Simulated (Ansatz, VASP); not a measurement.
**TiC in VASP and in Ansatz**

File POSCAR:

```
TiC
1.0
    0.0000000000      2.1640000000      2.1964600000
    2.1640000000      0.0000000000      2.1964600000
    2.1640000000      2.1640000000      0.0000000000
Ti C
1 1
Direct
    0.0000000000      0.0000000000      0.0000000000
    0.5000000000      0.5000000000      0.5000000000
```

File INCAR.step1:

```
SYSTEM = TiC
PREC = Accurate ; ENCUT = 520
ISMEAR = 0 ; SIGMA = 0.15
LREAL = .FALSE. ; LASPH = .TRUE.
NELM = 100 ; NBANDS = 15
GGA = PE ; ALGO = Normal
EDIFF = 1E-4 ; LWAVE = .TRUE.
LCHARG = .FALSE.
```

File INCAR.step2:

```
SYSTEM = TiC
PREC = Accurate ; ENCUT = 520
EDIFF = 1E-6 ; ISMEAR = 0
SIGMA = 0.15 ; LREAL = .FALSE.
LASPH = .TRUE. ; NELM = 100
ALGO = Normal ; ISIF = 2
LWAVE = .FALSE. ; LCHARG = .FALSE.
METAGGA = R2SCAN ; LMIXTAU = .TRUE.
NBANDS = 15 ; ISTART = 1
```

KPOINTS

```
Automatic mesh
0
G
  18 18 18
  0 0 0
```

Input for Ansatz:

```yaml
crystal:
  lattice:
    - [0.0, 2.164, 2.19646]
    - [2.164, 0.0, 2.19646]
    - [2.164, 2.164, 0.0]
  atoms:
    - { symbol: Ti, position: [0.0, 0.0, 0.0] }
    - { symbol: C, position: [0.5, 0.5, 0.5] }
basis:
  ecutwfc: 500
kpoints:
  mp_grid: { grid: [18, 18, 18] }
hamiltonian:
  xc: r2scan
scf:
  occupations: { method: gaussian, width: 0.15 }
output:
  forces: true
  stress: true
  eigenvalues: true
```

Change from the starting cell: strain +0.000 along x and y, +0.015 along z, atoms carried along.

Alike in both runs: task single point; functional r2SCAN; k mesh 18 × 18 × 18; occupations gaussian, width 0.15 eV; no spin polarisation.

|  | VASP | Ansatz |
| --- | --- | --- |
| version | VASP 6.6.1 | Ansatz 0.2.0 |
| potentials or method | VASP PAW PBE potentials, release 64 (Ti_sv, C), cutoff 520 eV | scalar-relativistic, plane waves, PAW |
| valence electrons in the cell | 16 | 16 |

VASP gave:

```
gap on the k mesh at the Fermi level (eV)                     : none
pressure (GPa)                                                : -2.8
traceless stress, the component that is largest in VASP (GPa) : -3.67
```

**Question.** Which values does Ansatz return?

**Answer.** gap on the k mesh at the Fermi level (eV): none; pressure (GPa): -3.7; traceless stress, the component that is largest in VASP (GPa): -3.61.

VASP's potentials were made for PBE, not for r2SCAN. A gap of «none» marks a metal or a gap that the smearing closes. The functional is the same, so the differences come from potentials, cutoffs and numerics.
